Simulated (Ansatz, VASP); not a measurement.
## One calculation of CdTe, two programs

```
CELL_PARAMETERS angstrom
3.20500 3.20500 0.00000
-3.20500 3.20500 0.00000
0.00000 3.20500 3.20500
ATOMIC_POSITIONS crystal
Cd 0.00000 0.00000 0.00000
Te 0.75000 0.25000 0.50000
```

Alike in both runs: functional LDA; k mesh 10 × 10 × 10; occupations fermi-dirac, width 0.1 eV; no spin polarisation.

Ansatz relaxed the structure, and its values are those at the end. VASP's run is a single point on that final structure, the one shown.

|  | VASP | Ansatz |
| --- | --- | --- |
| version | VASP 6.6.1 | Ansatz 0.2.0 |
| potentials or method | VASP PAW LDA potentials, release 64 (Cd, Te) | PAW with Ansatz's default frozen-core files, scalar-relativistic |
| plane-wave cutoff (eV) | 520 | 420 |
| valence electrons in the cell | 18 | 36 |

```tsv
	VASP	Ansatz	Ansatz less VASP
pressure (GPa)	0.2	0.0	-0.26
```

LDA's correlation is that of Perdew and Zunger in VASP and of Perdew and Wang (1992) in Ansatz. VASP's potentials hold 18 valence electrons a cell and Ansatz's 36, so a difference there can come from the potentials and not from the codes.

Neither program's run includes spin-orbit coupling.
